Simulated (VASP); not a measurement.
Set up this calculation in VASP 6.6.1, as the native input.

| Quantity | Value |
| --- | --- |
| Task | single point |
| Functional | PBEsol |
| Potentials or basis | VASP PAW PBE potentials, release 64 (Zn, S) |
| Cutoff | 520 eV |
| k mesh | 10 × 10 × 10 |
| Occupations | gaussian, width 0.05 eV |
| Spin | no spin polarisation |
| Dipole correction | no |
| Further INCAR settings | ALGO = Normal; EDIFF = 1e-06; NBANDS = 16 |

The structure of ZnS lies in POSCAR:

```
ZnS
1.0
    0.0000000000      2.6640802500      2.7046500000
    2.6640802500      0.0000000000      2.7046500000
    2.6640802500      2.6640802500      0.0000000000
Zn S
1 1
Direct
    0.0000000000      0.0000000000      0.0000000000
    0.7500000000      0.7500000000      0.7500000000
```

This cell differs from its parent crystal: strain -0.015 along x and y, +0.000 along z.

These files were run (other wordings do the same):

INCAR

```
PREC = Accurate ; ENCUT = 520
EDIFF = 1E-6 ; ISMEAR = 0
SIGMA = 0.05 ; LREAL = F
LASPH = T ; NELM = 80
ALGO = Normal ; ISIF = 2
LWAVE = F ; LCHARG = F
GGA = PS ; NBANDS = 16
```

KPOINTS

```
regular mesh
0
Gamma
  10 10 10
```

Potentials or basis: VASP PAW PBE potentials, release 64 (Zn, S).

Command:

```bash
$ cat potpaw_PBE.64/Zn/POTCAR potpaw_PBE.64/S/POTCAR > POTCAR
$ mpirun -np 1 vasp_std > vasp.out
```

It gave:

```yaml
Pressure: 0.3 GPa
Band_gap_on_the_k_mesh: 2.08 eV, direct
```

Caveat: the cell differs from its parent crystal (strain -0.015 along x and y, +0.000 along z); the PAW data sets were made with another functional, which shifts forces and pressure a little.

It took 50 s on 1 thread of AMD EPYC 7R13 Processor (Zen 3) (shared host), peak memory 0.17 GiB.
